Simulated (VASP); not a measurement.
Input of a VASP 6.6.1 run:

POSCAR

```
KBr
1.0
    0.0000000000      3.3022478341      3.3022478341
    3.3022478341      0.0000000000      3.3022478341
    3.3022478341      3.3022478341      0.0000000000
K Br
1 1
Direct
    0.0000000000      0.0000000000      0.0000000000
    0.5000000000      0.5000000000      0.5000000000
```

The input INCAR.step1:

```
PREC = Accurate
ENCUT = 520
EDIFF = 1E-5
ISMEAR = 0
SIGMA = 0.01
LREAL = F
LASPH = T
NELM = 100
ALGO = Normal
ISIF = 2
LWAVE = T
LCHARG = F
GGA = PE
NBANDS = 15
```

File INCAR.step2:

```
PREC = Accurate
ENCUT = 520
EDIFF = 1E-6
ISMEAR = 0
SIGMA = 0.01
LREAL = F
LASPH = T
NELM = 100
ALGO = Normal
ISIF = 2
LWAVE = F
LCHARG = F
GGA = PE
LHFCALC = T
AEXX = 0.05
HFSCREEN = 0.5
PRECFOCK = Normal
ISTART = 1
NBANDS = 15
```

Contents of KPOINTS:

```
regular mesh
0
Gamma
  4 4 4
```

Potentials or basis: VASP PAW PBE potentials, release 64 (K_sv, Br).

Command:

```bash
$ cat potpaw_PBE.64/K_sv/POTCAR potpaw_PBE.64/Br/POTCAR > POTCAR
$ cp INCAR.step1 INCAR
$ mpirun -np 1 vasp_std > vasp.out
$ cp INCAR.step2 INCAR
$ mpirun -np 1 vasp_std > vasp.out
```

Question: Estimate the pressure.

Answer: 0.7 GPa.

Question: Estimate the band gap on the k mesh.

Answer: 4.55 eV, direct.

Caveat: the PAW data sets were made with another functional, which shifts forces and pressure a little.
